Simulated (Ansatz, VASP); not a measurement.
One calculation of CoO, two programs

INCAR

```
ALGO = Normal
EDIFF = 1E-6
ENCUT = 1340
GGA = PS
GGA_COMPAT = False
ISIF = 2
ISMEAR = -1
ISPIN = 2
LASPH = True
LCHARG = False
LMAXMIX = 4
LORBIT = 11
LREAL = False
LWAVE = False
MAGMOM = 2 0
NBANDS = 22
NELM = 200
PREC = Accurate
SIGMA = 0.05
```

Contents of KPOINTS:

```
k-points
0
Gamma
  6 6 6
```

POSCAR

```
CoO
1.0
    1.6022198417      0.9250420569      2.5664708903
   -1.6022198417      0.9250420569      2.5664708903
    0.0000000000     -1.8500841138      2.5664708903
Co O
1 1
Direct
    0.9989783200      0.9989783200      0.9989783200
    0.7510210300      0.7510210300      0.7510210300
```

The input input.yaml:

```yaml
crystal:
  lattice:
    - [1.6022198417, 0.9250420569, 2.5664708903]
    - [-1.6022198417, 0.9250420569, 2.5664708903]
    - [0.0, -1.8500841138, 2.5664708903]
  atoms:
    - { symbol: Co, position: [0.99897832, 0.99897832, 0.99897832], spin: 2.0 }
    - { symbol: O, position: [0.75102103, 0.75102103, 0.75102103] }
hamiltonian:
  xc: pbesol
  pseudopotentials: { kind: paw }
magnetization:
  spin_polarized: true
kpoints:
  mp_grid: { grid: [6, 6, 6] }
scf:
  occupations: { method: fermi_dirac, width: 0.05 }
  n_extra_bands: 6
output:
  forces: true
  stress: true
  eigenvalues: true
  dos: { projected: true, de: 0.05, nscf_kmesh: { grid: [9, 9, 9] } }
```

Alike in both runs: functional PBEsol; k mesh 6 × 6 × 6; occupations fermi-dirac, width 0.05 eV; collinear spin.

|  | VASP | Ansatz |
| --- | --- | --- |
| version | VASP 6.6.1 | Ansatz 0.2.0 |
| potentials or method | VASP PAW PBE potentials, release 64 (Co_sv, O_h) | Ansatz PAW |
| plane-wave cutoff (eV) | 1340 | 420 |
| valence electrons in the cell | 23 | 23 |
| task | single point | projected density of states |

Ansatz gave:

| Item | Value |
| --- | --- |
| gap on the k mesh at the Fermi level (eV) | none |
| pressure (GPa) | -8.2 |
| traceless stress, the component that is largest in VASP (GPa) | 3.33 |
| rms of the force components (eV/Å) | 0.122 |
| net moment per atom (μB) | 1.37 |
| size of the moment on the site where the two differ most (μB) | 2.19 |

Which values does VASP return?

gap on the k mesh at the Fermi level (eV): none; pressure (GPa): -8.5; traceless stress, the component that is largest in VASP (GPa): 3.32; rms of the force components (eV/Å): 0.121; net moment per atom (μB): 1.37; size of the moment on the site where the two differ most (μB): 2.30.

VASP's potentials were made for PBE, not for PBEsol. Site moments also hang on the region over which each program counts them. Atom by atom the forces differ by 0.001 eV/Å (rms over components). A gap of «none» marks a metal or a gap that the smearing closes. With one functional, cell and mesh, what is left measures potentials, basis and numerics.

The k mesh is coarse, so the values compare programs but aren't converged.
